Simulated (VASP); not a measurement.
Set up this calculation in VASP 6.6.1, as the native input.

```
Task                   : single point
Functional             : PBE
Potentials or basis    : VASP PAW PBE potentials, release 64 (B, As)
Cutoff                 : 500 eV
k mesh                 : 4 × 4 × 3
Occupations            : gaussian, width 0.2 eV
Spin                   : no spin polarisation
Dipole correction      : no
Further INCAR settings : ALGO = Normal; EDIFF = 1e-06; NBANDS = 24
```

The structure of B3As4 lies in POSCAR:

```
B3As4
1.0
    4.5008746489      0.0000000000      0.0000000000
    0.0000000000      4.5008746489      0.0000000000
    0.0000000000      0.0000000000      5.7305781461
B As
3 4
Direct
    0.0000000000      0.0000000000      0.0000000000
    0.0000000000      0.0000000000      0.5000000000
    0.5000000000      0.5000000000      0.0000000000
    0.2381656902      0.2381656902      0.2247624923
    0.7618343098      0.7618343098      0.2247624923
    0.7618343098      0.2381656902      0.7752375077
    0.2381656902      0.7618343098      0.7752375077
```

The cell was generated, and may not be a known phase.

The input as run:

INCAR

```
SYSTEM = B3As4
PREC = Accurate
ENCUT = 500
EDIFF = 1E-6
ISMEAR = 0
SIGMA = 0.2
LREAL = .False.
LASPH = .True.
NELM = 120
ALGO = Normal
ISIF = 2
LWAVE = .False.
LCHARG = .False.
GGA = PE
NBANDS = 24
GGA_COMPAT = .False.
```

KPOINTS

```
regular mesh
0
Gamma
  4 4 3
  0 0 0
```

Potentials or basis: VASP PAW PBE potentials, release 64 (B, As).

The run is started by

```bash
$ cat potpaw_PBE.64/B/POTCAR potpaw_PBE.64/As/POTCAR > POTCAR
$ mpirun -np 1 vasp_std > vasp.out
```

Results of the run:

- Pressure: 0.6 GPa
- Largest force: 0.052 eV/Å
- Band gap on the k mesh: zero (an odd number of electrons rules out a gap without spin polarisation)

Caveat: the k points lie up to 0.37 Å⁻¹ apart, too coarse for converged energies and pressures of a metal.

Run time: 31 s on 1 thread of Intel(R) Xeon(R) Platinum 8375C CPU @ 2.90GHz (Ice Lake), on a shared host, peak memory 0.22 GiB.
